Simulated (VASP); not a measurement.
# Co in VASP: further runs, part 2 of 3

VASP 6.6.1.

## 3. Single point, RPBE, collinear spin, ferromagnetic start

This run uses another cell than the first one, of 11.19 Å³/atom, 1.028 times its volume.

INCAR reads:

```
SYSTEM = Co
PREC = Accurate
ENCUT = 520
EDIFF = 1E-6
ISMEAR = -1
SIGMA = 0.05
LREAL = .FALSE.
LASPH = .TRUE.
NELM = 150
ALGO = Normal
ISIF = 2
LWAVE = .FALSE.
LCHARG = .TRUE.
ISPIN = 2
MAGMOM = 2 2
LORBIT = 11
LMAXMIX = 4
GGA = RP
LELF = .TRUE.
LVHAR = .TRUE.
NBANDS = 20
```

KPOINTS reads:

```
regular mesh
0
G
  12 12 7
  0 0 0
```

POSCAR reads:

```
Co
1.0
    2.5202293824      0.0000000000      0.0000000000
   -1.2601146912      2.1825826685      0.0000000000
    0.0000000000      0.0000000000      4.0673543094
Co
2
Direct
    0.3333333333      0.6666666667      0.7499410293
    0.6666666667      0.3333333333      0.2500589707
```

Potentials or basis: VASP PAW PBE potentials, release 64 (Co).

Run with:

```sh
cat potpaw_PBE.64/Co/POTCAR > POTCAR
mpirun -np 1 vasp_std > vasp.out
```

OUTCAR:

```text
SYSTEM = Co
   PREC = Accurate
   ENCUT = 520
   EDIFF = 1E-6
   ISMEAR = -1
   LREAL = .FALSE.
   LASPH = .TRUE.
   NELM = 150
   ISIF = 2
   ISPIN = 2
   LORBIT = 11
   GGA = RP

 ion  position               nearest neighbor table
   1  0.333  0.667  0.750-   2 2.50   2 2.50   2 2.50   2 2.50   2 2.50   2 2.50
   2  0.667  0.333  0.250-   1 2.50   1 2.50   1 2.50   1 2.50   1 2.50   1 2.50

  LATTYP: Found a hexagonal cell.
 ALAT       =     2.5202293824
 C/A-ratio  =     1.6138825846

  Lattice vectors:

 A1 = (   2.5202293824,   0.0000000000,   0.0000000000)
 A2 = (  -1.2601146912,   2.1825826685,   0.0000000000)
 A3 = (   0.0000000000,   0.0000000000,   4.0673543094)

Analysis of symmetry for initial positions (statically):
=====================================================================
 Subroutine PRICEL returns:
 Original cell was already a primitive cell.

 Routine SETGRP: Setting up the symmetry group for a
 hexagonal supercell.

 Subroutine GETGRP returns: Found 12 space group operations
 (whereof 12 operations were pure point group operations)
 out of a pool of 24 trial point group operations.

The static configuration has the point symmetry D_3d.

Analysis of symmetry for dynamics (positions and initial velocities):
=====================================================================
 Subroutine PRICEL returns:
 Original cell was already a primitive cell.

 Routine SETGRP: Setting up the symmetry group for a
 hexagonal supercell.

 Subroutine GETGRP returns: Found 12 space group operations
 (whereof 12 operations were pure point group operations)
 out of a pool of 24 trial point group operations.

The dynamic configuration has the point symmetry D_3d.

Analysis of structural, dynamic, and magnetic symmetry:
=====================================================================
 Subroutine PRICEL returns:
 Original cell was already a primitive cell.

 Routine SETGRP: Setting up the symmetry group for a
 hexagonal supercell.

 Subroutine GETGRP returns: Found 12 space group operations
 (whereof 12 operations were pure point group operations)
 out of a pool of 24 trial point group operations.

The overall configuration has the point symmetry D_3d.

 Subroutine INISYM returns: Found 12 space group operations
 (whereof 12 operations are pure point group operations),
 and found     1 'primitive' translations

----------------------------------------------------------------------------------------

                                     Primitive cell

  volume of cell :      22.3729

  direct lattice vectors                    reciprocal lattice vectors
     2.520229382  0.000000000  0.000000000     0.396789279  0.229086397  0.000000000
    -1.260114691  2.182582668  0.000000000     0.000000000  0.458172794  0.000000000
     0.000000000  0.000000000  4.067354309     0.000000000  0.000000000  0.245860066

  length of vectors
     2.520229382  2.520229382  4.067354309     0.458172794  0.458172794  0.245860066

  position of ions in fractional coordinates (direct lattice)
     0.333333333  0.666666667  0.749941029
     0.666666667  0.333333333  0.250058971

  ion indices of the primitive-cell ions
[... 65 lines left out ...]
 SYSTEM =  Co
   PREC   = accura    normal or accurate (medium, high low for compatibility)
   ISTART =      0    job   : 0-new  1-cont  2-samecut
   ICHARG =      2    charge: 1-file 2-atom 10-const
   ISPIN  =      2    spin polarized calculation?
   LNONCOLLINEAR =      F non collinear calculations
   LSORBIT =      F    spin-orbit coupling
   LASPH  =      T    aspherical Exc in radial PAW
   ENCUT  =  520.0 eV  38.22 Ry    6.18 a.u.   4.69  4.69  7.56*2*pi/ulx,y,z
   NELM   =    150;   NELMIN=  2; NELMDL= -5     # of ELM steps
   EDIFF  = 0.1E-05   stopping-criterion for ELM
   LREAL  =      F    real-space projection
   EDIFFG = 0.1E-04   stopping-criterion for IOM
   NSW    =      0    number of steps for IOM
   IBRION =     -1    ionic relax: 0-MD 1-quasi-New 2-CG
   NFREE  =      0    steps in history (QN), initial steepest desc. (CG)
   ISIF   =      2    stress and relaxation
   ISYM   =      2    0-nonsym 1-usesym 2-fastsym
   POTIM  = 0.5000    time-step for ionic-motion
   TEBEG  =    0.0;   TEEND  =   0.0 temperature during run
   PSTRESS=    0.0 pullay stress
   NELECT =      18.0000    total number of electrons
   NUPDOWN=      -1.0000    fix difference up-down
   EMIN   =  10.00;   EMAX   =-10.00  energy-range for DOS
   EFERMI =   0.00;   METHOD = LEGACY
   ISMEAR =    -1;   SIGMA  =   0.05  broadening in eV -4-tet -1-fermi 0-gaus
   EFERMI_NEDOS =   21; number of points for ismear=-14 and -15
   IALGO  =     38    algorithm
   IMIX   =      4    mixing-type and parameters
     AMIX     =   0.40;   BMIX     =  1.00
     AMIX_MAG =   1.60;   BMIX_MAG =  1.00
  volume/ion in A,a.u.               =      11.19        75.49
  Fermi-wavevector in a.u.,A,eV,Ry     =   1.522620  2.877334 31.543344  2.318370
  Thomas-Fermi vector in A             =   2.631174
   LORBIT       =     11    0 simple, 1 ext, 2 COOP (PROOUT), +10 PAW based schemes
   GGA     = RP    functional components
   LHFCALC =     F    Hartree Fock is set to
   AEXX    =    0.0000 exact exchange contribution
   IVDW    =     0    specifies the selected vdW correction
   LEPSILON=     F    determine dielectric tensor
   LRPA    =     F    only Hartree local field effects (RPA)
 spin polarized calculation
  energy-cutoff  :      520.00
  volume of cell :       22.37
 maximum number of plane-waves:       615
 NGX is ok and might be reduce to    20
   NGX =  9   NGY =  9   NGZ = 15

 number of electron      18.0000002 magnetization       3.3076433

 Free energy of the ion-electron system (eV)
  ---------------------------------------------------
  ext. energy  EPLUGINS =         0.00000000
  ---------------------------------------------------
  free energy    TOTEN  =       -13.03490432 eV

  energy without entropy =      -13.01963893  energy(sigma->0) =      -13.02727162

 E-fermi :   9.9745     XC(G=0): -13.1126

 val. band max:        9.9699230763   @ k =   0.1667   0.1667   0.1429
 cond. band min:       9.9749126857   @ k =   0.4167   0.1667   0.4286
 fundamental gap:      0.0049896094
 Fermi energy:         9.9744786247

 spin component 1

 k-point     1 :       0.0000    0.0000    0.0000
  band No.  band energies     occupation
      1       1.2722      1.00000
      2       4.9701      1.00000
      3       7.3673      1.00000
      4       7.3778      1.00000
      5       7.3778      1.00000
      6       7.6731      1.00000
[... 541 lines left out ...]
     19      36.1672      0.00000
     20      36.9058      0.00000

 [... further k-points ...]

 spin component 2

 k-point     1 :       0.0000    0.0000    0.0000
  band No.  band energies     occupation
      1       1.2041      1.00000
      2       5.9476      1.00000
      3       9.0848      1.00000
      4       9.1040      1.00000
      5       9.1040      1.00000
      6       9.4564      0.99997
[... 541 lines left out ...]
     19      36.2913      0.00000
     20      37.1019      0.00000

 [... further k-points ...]

------------------------ aborting loop because EDIFF is reached ----------------------------------------

  FORCE on cell =-STRESS in cart. coord.  units (eV):
  Direction    XX          YY          ZZ          XY          YZ          ZX
  --------------------------------------------------------------------------------------
  -------------------------------------------------------------------------------------
  Total       -0.0563146     -0.0563146     -0.0887051      0.0000000     -0.0000000      0.0000000
  in kB       -4.0328214     -4.0328214     -6.3523808      0.0000000     -0.0000000      0.0000000
  external PRESSURE =      -4.8060079 kB  Pullay stress =       0.0000000 kB

 VOLUME and BASIS-vectors are now :
 -----------------------------------------------------------------------------
  energy-cutoff  :      520.00
  volume of cell :       22.37
      direct lattice vectors                 reciprocal lattice vectors
     2.520229382  0.000000000  0.000000000     0.396789279  0.229086397  0.000000000
    -1.260114691  2.182582668  0.000000000     0.000000000  0.458172794  0.000000000
     0.000000000  0.000000000  4.067354309     0.000000000  0.000000000  0.245860066

 POSITION                                       TOTAL-FORCE (eV/Angst)
 -----------------------------------------------------------------------------------
     -0.00000      1.45506      3.05028         0.000000      0.000000      0.002172
      1.26011      0.72753      1.01708        -0.000000      0.000000     -0.002172
 -----------------------------------------------------------------------------------
    total drift:                                0.000000     -0.000000      0.000000

  FREE ENERGIE OF THE ION-ELECTRON SYSTEM (eV)
  ---------------------------------------------------
  free  energy   TOTEN  =       -13.0349043226 eV

  energy  without entropy=      -13.0196389253  energy(sigma->0) =      -13.02727162

 total charge

# of ion       s       p       d       tot
------------------------------------------
    1        0.478   0.497   7.240   8.216
    2        0.478   0.497   7.240   8.216
--------------------------------------------------
tot          0.957   0.995  14.480  16.432

 magnetization (x)

# of ion       s       p       d       tot
------------------------------------------
    1       -0.015  -0.058   1.757   1.684
    2       -0.015  -0.058   1.757   1.684
--------------------------------------------------
tot         -0.030  -0.116   3.514   3.368
```

It took 68 s on 1 thread of Intel Xeon 6975P-C (Granite Rapids), shared host; peak memory 0.19 GiB.

What came out:

```yaml
Free_energy: -13.0349 eV
Pressure: -0.5 GPa
Net_moment: 3.31 μB per cell
Site_moments: Co +1.68 μB
Valence_electrons_inside_the_program's_atomic_spheres: Co 8.22
```

Forces in eV/Å, atoms in the order of the input:
```
Co   0.000  0.000  0.002
Co   0.000  0.000 -0.002
```

Stress tensor (GPa, compression positive):
```
-0.40  0.00  0.00
 0.00 -0.40  0.00
 0.00  0.00 -0.64
```

Levels at points of the mesh, in eV from the Fermi level:
Spin up:
```tsv
k point	band 9	band 10	band 11	band 12	band 13	band 14
(0.00, 0.00, 0.00)	-1.98	-0.94	-0.94	-0.02	6.11	21.68
(0.50, 0.00, 0.00)	-0.72	-0.68	1.19	3.14	9.48	10.11
```
Spin down:
```
           k point  band 4  band 5  band 6  band 7  band 8  band 9  band 10  band 11
(0.00, 0.00, 0.00)   -0.87   -0.87   -0.52   -0.52   -0.16   -0.13    -0.13     1.04
(0.50, 0.00, 0.00)   -1.82   -1.03   -0.95   -0.55    1.16    1.29     1.32     2.45
```

Caveat: the PAW data sets were made with another functional, which shifts forces and pressure a little.

(Continued in part 3 of 3.)
